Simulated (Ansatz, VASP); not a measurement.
## One calculation of Ta4H3, two programs

```
Ta H
1.0
     4.08709    0.00000    0.00000
     0.00000    4.08709    0.00000
     0.00000    0.00000    4.95565
Ta H
4 3
Direct
  0.25456 0.25456 0.25801
  0.74544 0.74544 0.25801
  0.74544 0.25456 0.74199
  0.25456 0.74544 0.74199
  0.00000 0.00000 0.00000
  0.00000 0.00000 0.50000
  0.50000 0.50000 0.00000
```

Change from the starting cell: species swapped into the Ti4H3 type (P-42m, No. 111).

Alike in both runs: functional PBE; k mesh 4 × 4 × 4; occupations gaussian, width 0.2 eV; no spin polarisation.

Ansatz relaxed the structure, and its values are those at the end. VASP's run is a single point on that final structure, the one shown.

|  | VASP | Ansatz |
| --- | --- | --- |
| version | VASP 6.6.1 | Ansatz 0.2.0 |
| potentials or method | VASP PAW PBE potentials, release 64 (Ta_pv, H), cutoff 520 eV | scalar-relativistic, plane waves, PAW |
| valence electrons in the cell | 47 | 55 |

|  | VASP | Ansatz | Ansatz less VASP |
| --- | --- | --- | --- |
| gap on the k mesh at the Fermi level (eV) | none | none | - |
| pressure (GPa) | 0.4 | 0.3 | -0.11 |
| rms of the force components (eV/Å) | 0.020 | 0.017 | -0.0029 |

A gap of «none» marks a metal or a gap that the smearing closes. With one functional, cell and mesh, what is left measures potentials, basis and numerics. VASP's potentials hold 47 valence electrons a cell and Ansatz's 55, so a difference there can come from the potentials and not from the codes.

The k mesh is coarse, so the values compare programs but aren't converged. Neither program's run includes spin-orbit coupling.
